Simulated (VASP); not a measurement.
# Al (Fm-3m) in VASP: notebook, part 2 of 2

VASP 6.6.1. The steps go on from the part before.

**3. Single point, r2SCAN**

POSCAR

```
Al
1.0
    0.0000000000      1.9960030759      1.9960030759
    1.9960030759      0.0000000000      1.9960030759
    1.9960030759      1.9960030759      0.0000000000
Al
1
Direct
    0.0000000000      0.0000000000      0.0000000000
```

INCAR.step1

```
PREC = Accurate ; ENCUT = 520
ISMEAR = 0 ; SIGMA = 0.1
LREAL = F ; LASPH = T
NELM = 80 ; NBANDS = 8
GGA = PE ; ALGO = Normal
EDIFF = 1E-4 ; LWAVE = T
LCHARG = F
```

INCAR.step2

```
PREC = Accurate ; ENCUT = 520
EDIFF = 1E-6 ; ISMEAR = 0
SIGMA = 0.1 ; LREAL = F
LASPH = T ; NELM = 80
ALGO = Normal ; ISIF = 2
LWAVE = F ; LCHARG = T
METAGGA = R2SCAN ; LMIXTAU = T
LELF = T ; LVHAR = T
NBANDS = 8 ; ISTART = 1
```

KPOINTS

```
Automatic mesh
0
Gamma
  18 18 18
```

Potentials or basis: VASP PAW PBE potentials, release 64 (Al).

Launch:

```
$ cat potpaw_PBE.64/Al/POTCAR > POTCAR
$ cp INCAR.step1 INCAR
$ mpirun -np 1 vasp_std > vasp.out
$ cp INCAR.step2 INCAR
$ mpirun -np 1 vasp_std > vasp.out
```

OUTCAR:

```text
PREC = Accurate
   ENCUT = 520
   EDIFF = 1E-6
   ISMEAR = 0
   LREAL = F
   LASPH = T
   NELM = 80
   ISIF = 2
   METAGGA = R2SCAN
   ISTART = 1

 ion  position               nearest neighbor table
   1  0.000  0.000  0.000-

  LATTYP: Found a face centered cubic cell.
 ALAT       =     3.9920061518

  Lattice vectors:

 A1 = (   0.0000000000,   1.9960030759,   1.9960030759)
 A2 = (   1.9960030759,   0.0000000000,   1.9960030759)
 A3 = (   1.9960030759,   1.9960030759,   0.0000000000)

Analysis of symmetry for initial positions (statically):
=====================================================================
 Subroutine PRICEL returns:
 Original cell was already a primitive cell.

 Routine SETGRP: Setting up the symmetry group for a
 face centered cubic supercell.

 Subroutine GETGRP returns: Found 48 space group operations
 (whereof 48 operations were pure point group operations)
 out of a pool of 48 trial point group operations.

The static configuration has the point symmetry O_h .

Analysis of symmetry for dynamics (positions and initial velocities):
=====================================================================
 Subroutine PRICEL returns:
 Original cell was already a primitive cell.

 Routine SETGRP: Setting up the symmetry group for a
 face centered cubic supercell.

 Subroutine GETGRP returns: Found 48 space group operations
 (whereof 48 operations were pure point group operations)
 out of a pool of 48 trial point group operations.

The dynamic configuration has the point symmetry O_h .

 Subroutine INISYM returns: Found 48 space group operations
 (whereof 48 operations are pure point group operations),
 and found     1 'primitive' translations

----------------------------------------------------------------------------------------

                                     Primitive cell

  volume of cell :      15.9043

  direct lattice vectors                    reciprocal lattice vectors
     0.000000000  1.996003076  1.996003076    -0.250500616  0.250500616  0.250500616
     1.996003076  0.000000000  1.996003076     0.250500616 -0.250500616  0.250500616
     1.996003076  1.996003076  0.000000000     0.250500616  0.250500616 -0.250500616

  length of vectors
     2.822774620  2.822774620  2.822774620     0.433879794  0.433879794  0.433879794

  position of ions in fractional coordinates (direct lattice)
     0.000000000  0.000000000  0.000000000

  ion indices of the primitive-cell ions
   primitive index   ion index
                 1           1

----------------------------------------------------------------------------------------

 KPOINTS: Automatic mesh

Automatic generation of k-mesh.
 Grid dimensions read from file:
 generate k-points for:   18   18   18

 Generating k-lattice:

  Cartesian coordinates                     Fractional coordinates (reciprocal lattice)
    -0.013916701  0.013916701  0.013916701     0.055555556  0.000000000  0.000000000
     0.013916701 -0.013916701  0.013916701     0.000000000  0.055555556  0.000000000
     0.013916701  0.013916701 -0.013916701     0.000000000  0.000000000  0.055555556

  Length of vectors
     0.024104433  0.024104433  0.024104433

  Shift w.r.t. Gamma in fractional coordinates (k-lattice)
     0.000000000  0.000000000  0.000000000

 Subroutine IBZKPT returns following result:
 ===========================================

 Found    195 irreducible k-points:

 Following reciprocal coordinates:
            Coordinates               Weight
  0.000000  0.000000  0.000000      1.000000
  0.055556  0.000000  0.000000      8.000000
  0.111111  0.000000  0.000000      8.000000
  0.166667  0.000000  0.000000      8.000000
  0.222222  0.000000  0.000000      8.000000
  0.277778  0.000000  0.000000      8.000000
[... 16 lines left out ...]
 -0.277778  0.055556  0.000000     24.000000
 -0.222222  0.055556  0.000000     24.000000
 [... further k-points ...]
   k-points           NKPTS =    195   k-points in BZ     NKDIM =    195   number of bands    NBANDS=      8
   number of dos      NEDOS =    301   number of ions     NIONS =      1
   total plane-waves  NPLWV =  13824
   dimension x,y,z NGX =    24 NGY =   24 NGZ =   24
   dimension x,y,z NGXF=    48 NGYF=   48 NGZF=   48
   ions per type =               1
   NGX,Y,Z   is equivalent  to a cutoff of  14.13, 14.13, 14.13 a.u.
   NGXF,Y,Z  is equivalent  to a cutoff of  28.27, 28.27, 28.27 a.u.
 SYSTEM =  unknown system
   PREC   = accura    normal or accurate (medium, high low for compatibility)
   ISTART =      1    job   : 0-new  1-cont  2-samecut
   ICHARG =      0    charge: 1-file 2-atom 10-const
   ISPIN  =      1    spin polarized calculation?
   LNONCOLLINEAR =      F non collinear calculations
   LSORBIT =      F    spin-orbit coupling
   LASPH  =      T    aspherical Exc in radial PAW
   ENCUT  =  520.0 eV  38.22 Ry    6.18 a.u.   5.25  5.25  5.25*2*pi/ulx,y,z
   NELM   =     80;   NELMIN=  2; NELMDL=  0     # of ELM steps
   EDIFF  = 0.1E-05   stopping-criterion for ELM
   LREAL  =      F    real-space projection
   EDIFFG = 0.1E-04   stopping-criterion for IOM
   NSW    =      0    number of steps for IOM
   IBRION =     -1    ionic relax: 0-MD 1-quasi-New 2-CG
   NFREE  =      0    steps in history (QN), initial steepest desc. (CG)
   ISIF   =      2    stress and relaxation
   ISYM   =      2    0-nonsym 1-usesym 2-fastsym
   POTIM  = 0.5000    time-step for ionic-motion
   TEBEG  =    0.0;   TEEND  =   0.0 temperature during run
   PSTRESS=    0.0 pullay stress
   NELECT =       3.0000    total number of electrons
   NUPDOWN=      -1.0000    fix difference up-down
   EMIN   =  10.00;   EMAX   =-10.00  energy-range for DOS
   EFERMI =   0.00;   METHOD = LEGACY
   ISMEAR =     0;   SIGMA  =   0.10  broadening in eV -4-tet -1-fermi 0-gaus
   EFERMI_NEDOS =   21; number of points for ismear=-14 and -15
   IALGO  =     38    algorithm
   IMIX   =      4    mixing-type and parameters
     AMIX     =   0.40;   BMIX     =  1.00
     AMIX_MAG =   1.60;   BMIX_MAG =  1.00
  volume/ion in A,a.u.               =      15.90       107.33
  Fermi-wavevector in a.u.,A,eV,Ry     =   0.938881  1.774228 11.993511  0.881498
  Thomas-Fermi vector in A             =   2.066138
   LORBIT       =      0    0 simple, 1 ext, 2 COOP (PROOUT), +10 PAW based schemes
   METAGGA = R2SCAN    functional components
   LHFCALC =     F    Hartree Fock is set to
   AEXX    =    0.0000 exact exchange contribution
   IVDW    =     0    specifies the selected vdW correction
   LEPSILON=     F    determine dielectric tensor
   LRPA    =     F    only Hartree local field effects (RPA)
 non-spin polarized calculation
 Gauss-broadening in eV      SIGMA  =   0.10
  energy-cutoff  :      520.00
  volume of cell :       15.90
 maximum number of plane-waves:       444
 NGX is ok and might be reduce to    24
   NGX = 11   NGY = 11   NGZ = 11

 number of electron       3.0000000 magnetization

 Free energy of the ion-electron system (eV)
  ---------------------------------------------------
  ext. energy  EPLUGINS =         0.00000000
  ---------------------------------------------------
  free energy    TOTEN  =        -6.73697407 eV

  energy without entropy =       -6.73443113  energy(sigma->0) =       -6.73570260

 E-fermi :   8.4084     XC(G=0): -11.0432

 val. band max:        8.3942436311   @ k =  -0.3333   0.4444   0.1111
 cond. band min:       8.4440848353   @ k =  -0.3333   0.3889   0.0556
 fundamental gap:      0.0498412042
 Fermi energy:         8.4083850657

 k-point     1 :       0.0000    0.0000    0.0000
  band No.  band energies     occupation
      1      -3.6959      2.00000
      2      21.9367      0.00000
      3      21.9367      0.00000
      4      21.9367      0.00000
      5      24.1395      0.00000
      6      24.1395      0.00000
      7      24.1395      0.00000
      8      26.0358      0.00000
[... 243 lines left out ...]
 k-point    24 :      -0.2222    0.0556    0.0000
  band No.  band energies     occupation
      1      -1.9106      2.00000
      2      12.5730      0.00000
      3      18.5476      0.00000
      4      21.6228      0.00000
      5      23.5569      0.00000
      6      24.6905      0.00000
      7      25.2138      0.00000
      8      27.5594      0.00000

 [... further k-points ...]

------------------------ aborting loop because EDIFF is reached ----------------------------------------

  FORCE on cell =-STRESS in cart. coord.  units (eV):
  Direction    XX          YY          ZZ          XY          YZ          ZX
  --------------------------------------------------------------------------------------
  -------------------------------------------------------------------------------------
  Total       -0.0319663     -0.0319663     -0.0319663     -0.0000000     -0.0000000      0.0000000
  in kB       -3.2202467     -3.2202467     -3.2202467     -0.0000000     -0.0000000      0.0000000
  external PRESSURE =      -3.2202467 kB  Pullay stress =       0.0000000 kB

 VOLUME and BASIS-vectors are now :
 -----------------------------------------------------------------------------
  energy-cutoff  :      520.00
  volume of cell :       15.90
      direct lattice vectors                 reciprocal lattice vectors
     0.000000000  1.996003076  1.996003076    -0.250500616  0.250500616  0.250500616
     1.996003076  0.000000000  1.996003076     0.250500616 -0.250500616  0.250500616
     1.996003076  1.996003076  0.000000000     0.250500616  0.250500616 -0.250500616

 POSITION                                       TOTAL-FORCE (eV/Angst)
 -----------------------------------------------------------------------------------
      0.00000      0.00000      0.00000         0.000000      0.000000      0.000000
 -----------------------------------------------------------------------------------
    total drift:                               -0.000000      0.000000      0.000000

  FREE ENERGIE OF THE ION-ELECTRON SYSTEM (eV)
  ---------------------------------------------------
  free  energy   TOTEN  =        -6.7369740708 eV

  energy  without entropy=       -6.7344311288  energy(sigma->0) =       -6.73570260
```

OUTCAR.step1:

```text
PREC = Accurate
   ENCUT = 520
   ISMEAR = 0
   LREAL = F
   LASPH = T
[... 480 lines left out ...]

 POSITION                                       TOTAL-FORCE (eV/Angst)
 -----------------------------------------------------------------------------------
      0.00000      0.00000      0.00000        -0.000000      0.000000     -0.000000
 -----------------------------------------------------------------------------------
    total drift:                                0.000000     -0.000000     -0.000000

  FREE ENERGIE OF THE ION-ELECTRON SYSTEM (eV)
  ---------------------------------------------------
  free  energy   TOTEN  =        -3.7391618924 eV

  energy  without entropy=       -3.7361920400  energy(sigma->0) =       -3.73767697
```

Wall time 77 s (1 thread of Intel Xeon 8259CL, shared host); peak memory 0.15 GiB.

Results:

```
Free energy            : -6.7370 eV
Pressure               : -0.3 GPa
Band gap on the k mesh : zero (an odd number of electrons rules out a gap without spin polarisation)
```

Caveat: the PAW data sets were made with another functional, which shifts forces and pressure a little.
